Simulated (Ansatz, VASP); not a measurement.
Two plane-wave programs on Ca

File INCAR:

```
SYSTEM = Ca
  PREC = Accurate
  ENCUT = 520
  EDIFF = 1E-6
  ISMEAR = -1
  SIGMA = 0.1
  LREAL = .False.
  LASPH = .True.
  NELM = 100
  ALGO = Normal
  ISIF = 2
  LWAVE = .False.
  LCHARG = .True.
  GGA = RE
  LELF = .True.
  LVHAR = .True.
  NBANDS = 22
```

Contents of KPOINTS:

```
regular mesh
0
Gamma
  7 7 9
  0 0 0
```

The input POSCAR:

```
Ca
1.0
    6.4484177765      0.0000000000      0.0000000000
   -3.2242088882      5.5844936086      0.0000000000
    0.0000000000      0.0000000000      3.8542350309
Ca
3
Direct
    1.0000000000      1.0000000000      0.0000000000
    0.3333333333      0.6666666667      0.5000000000
    0.6666666667      0.3333333333      0.5000000000
```

Input for Ansatz:

```yaml
crystal:
  lattice:
    - [6.4484177765, 0.0, 0.0]
    - [-3.2242088882, 5.5844936086, 0.0]
    - [0.0, 0.0, 3.8542350309]
  atoms:
    - { symbol: Ca, position: [1.0, 1.0, 0.0] }
    - { symbol: Ca, position: [0.3333333333, 0.6666666667, 0.5] }
    - { symbol: Ca, position: [0.6666666667, 0.3333333333, 0.5] }
hamiltonian:
  xc: revpbe
  pseudopotentials:
    kind: paw
    azcp:
      Ca: "pseudopotentials/Ca.paw.azcp"
basis:
  ecutwfc: 420
  fft_grid_basis: typed
kpoints:
  mp_grid: { grid: [7, 7, 9], shift: [0, 0, 0] }
magnetization:
  spin_polarized: false
scf:
  occupations: { method: fermi_dirac, width: 0.1 }
  lower_state_search: "off"
output:
  stress: true
  write_density: true
  write_potential: true
  elf: true
  volumetric_format: npy
```

Alike in both runs: task single point; functional revPBE; k mesh 7 × 7 × 9; occupations fermi-dirac, width 0.1 eV; no spin polarisation.

|  | VASP | Ansatz |
| --- | --- | --- |
| version | VASP 6.6.1 | Ansatz 0.2.0 |
| potentials or method | VASP PAW PBE potentials, release 64 (Ca_sv), cutoff 520 eV | plane waves (420 eV) with PAW, scalar-relativistic |
| valence electrons in the cell | 30 | 30 |

```csv
,VASP,Ansatz,Ansatz less VASP
pressure (GPa),-0.6,-0.6,-0.01
```

VASP's potentials were made for PBE, not for revPBE.
